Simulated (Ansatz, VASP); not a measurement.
# In5Sb: VASP beside Ansatz

File INCAR:

```
SYSTEM = In5Sb
PREC = Accurate
ENCUT = 600
EDIFF = 1E-6
ISMEAR = 0
SIGMA = 0.1
LREAL = .FALSE.
LASPH = .TRUE.
NELM = 60
ALGO = Normal
ISIF = 3
LWAVE = .FALSE.
LCHARG = .FALSE.
GGA = PE
IBRION = 2
NSW = 90
EDIFFG = -0.04
```

The input KPOINTS:

```
Automatic mesh
0
G
  4 4 4
  0 0 0
```

File POSCAR:

```
In5Sb
1.0
    0.0000000000      4.2159213400      4.2159213400
    4.2159213400      0.0000000000      4.2159213400
    4.2159213400      4.2159213400      0.0000000000
In Sb
5 1
Direct
    0.3752183100      0.8743450600      0.3752183100
    0.3752183100      0.3752183100      0.3752183100
    0.7500000000      0.7500000000      0.7500000000
    0.8743450600      0.3752183100      0.3752183100
    0.3752183100      0.3752183100      0.8743450600
    0.0000000000      0.0000000000      0.0000000000
```

Input for Ansatz:

```yaml
crystal:
  lattice:
    - [0.0, 4.21592134, 4.21592134]
    - [4.21592134, 0.0, 4.21592134]
    - [4.21592134, 4.21592134, 0.0]
  atoms:
    - { symbol: In, position: [0.37521831, 0.87434506, 0.37521831] }
    - { symbol: In, position: [0.37521831, 0.37521831, 0.37521831] }
    - { symbol: In, position: [0.75, 0.75, 0.75] }
    - { symbol: In, position: [0.87434506, 0.37521831, 0.37521831] }
    - { symbol: In, position: [0.37521831, 0.37521831, 0.87434506] }
    - { symbol: Sb, position: [0.0, 0.0, 0.0] }
basis:
  ecutwfc: 420
kpoints:
  mp_grid: { grid: [4, 4, 4] }
hamiltonian:
  xc: pbe
scf:
  occupations: { method: gaussian, width: 0.1 }
  lower_state_search: "off"
output:
  forces: true
  stress: true
  eigenvalues: true
relax:
  adjacent_minimum: "off"
  f_tol: 0.04
  max_steps: 70
  cell: { stress_tol: 0.4 }
```

Change from the starting cell: species swapped into the CaAu5 type (F-43m, No. 216).

Alike in both runs: task relaxation of cell and atoms; functional PBE; k mesh 4 × 4 × 4; occupations gaussian, width 0.1 eV; no spin polarisation.

```csv
,VASP,Ansatz
version,VASP 6.6.1,Ansatz 0.2.0
potentials or method,"VASP PAW PBE potentials, release 64 (In_d, Sb), cutoff 600 eV","scalar-relativistic, plane waves, PAW"
valence electrons in the cell,70,80
```

VASP gave:

- gap on the k mesh at the Fermi level, each at its own relaxed structure (eV): none
- relaxed volume (Å³/atom): 29.30
- relaxed length of the cell vector where the two differ most in proportion (Å): 6.288

Q: What did Ansatz give for the same quantities?

A: gap on the k mesh at the Fermi level, each at its own relaxed structure (eV): none; relaxed volume (Å³/atom): 29.23; relaxed length of the cell vector where the two differ most in proportion (Å): 6.283.

A gap of «none» marks a metal or a gap that the smearing closes. VASP's potentials hold 70 valence electrons a cell and Ansatz's 80, so a difference there can come from the potentials and not from the codes.

Spin-orbit coupling is off throughout. Noted on VASP's run: the volume moved by over 15 % at a fixed basis, so the end points are rough.
